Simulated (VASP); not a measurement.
A run of VASP 6.6.1 is set up as follows.

The input INCAR:

```
ALGO = Normal
EDIFF = 1E-6
ENCUT = 500
GGA = RP
GGA_COMPAT = False
ISIF = 2
ISMEAR = 0
LASPH = True
LCHARG = False
LREAL = False
LWAVE = False
NBANDS = 12
NELM = 120
PREC = Accurate
SIGMA = 0.1
```

KPOINTS

```
k-points
0
Gamma
  6 6 6
```

POSCAR

```
Hg
1.0
    2.2339762741     -2.0458582601      0.0000000000
    2.2339762741      2.0458582601      0.0000000000
   -0.3487351701      0.0000000000      3.0398006871
Hg
1
Direct
    0.5000000000      0.5000000000      0.5000000000
```

Potentials or basis: VASP PAW PBE potentials, release 64 (Hg).

Run with:

```sh
$ cat potpaw_PBE.64/Hg/POTCAR > POTCAR
$ mpirun -np 1 vasp_std > vasp.out
```

Task: Estimate the band gap on the k mesh.

Result: Zero (band 6 reaches 5.17 eV, above the bottom of band 7 at 0.30 eV).

Task: Estimate the pressure.

Result: 2.9 GPa.

Stress tensor (GPa, compression positive):
```
 3.88  0.00 -0.53
 0.00  2.76  0.00
-0.53  0.00  2.22
```

Caveat: the PAW data sets were made with another functional, which shifts forces and pressure a little; spin-orbit coupling is left out, which moves the levels of the heavy elements.
